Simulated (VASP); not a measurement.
GaAs, 2 atoms in the cell. The structure is cubic, space group Pm-3m (No. 221). The conventional cell has a = 3.310 Å, b = 3.310 Å, c = 3.310 Å, α = 90.00°, β = 90.00°, γ = 90.00°. Ga (site symmetry m-3m) has 8 As at 2.87 Å and 6 Ga at 3.31 Å within 3.8 Å. Within 3.8 Å of As (site symmetry m-3m) lie 8 Ga at 2.87 Å and 6 As at 3.31 Å. 

```yaml
Program: VASP 6.6.1
Task: single point
Functional: PBEsol
Potentials_or_basis: VASP PAW PBE potentials, release 64 (Ga_d, As)
Cutoff: 500 eV
k_mesh: 6 × 6 × 6
Occupations: gaussian, width 0.05 eV
Spin: no spin polarisation
Dipole_correction: no
Further_INCAR_settings: ALGO = Normal; EDIFF = 1e-06; NBANDS = 16
```

Potentials or basis: VASP PAW PBE potentials, release 64 (Ga_d, As).

Command:

```bash
$ cat potpaw_PBE.64/Ga_d/POTCAR potpaw_PBE.64/As/POTCAR > POTCAR
$ mpirun -np 1 vasp_std > vasp.out
```

Hardware: 1 thread of Intel Xeon 6975P-C (shared host).

**Question.** Estimate the wall time of this run.

**Answer.** It took 6.2 s on 1 thread of Intel Xeon 6975P-C, with other jobs on the host, peak memory 0.14 GiB. Counts: scf iterations 10, k points 20.
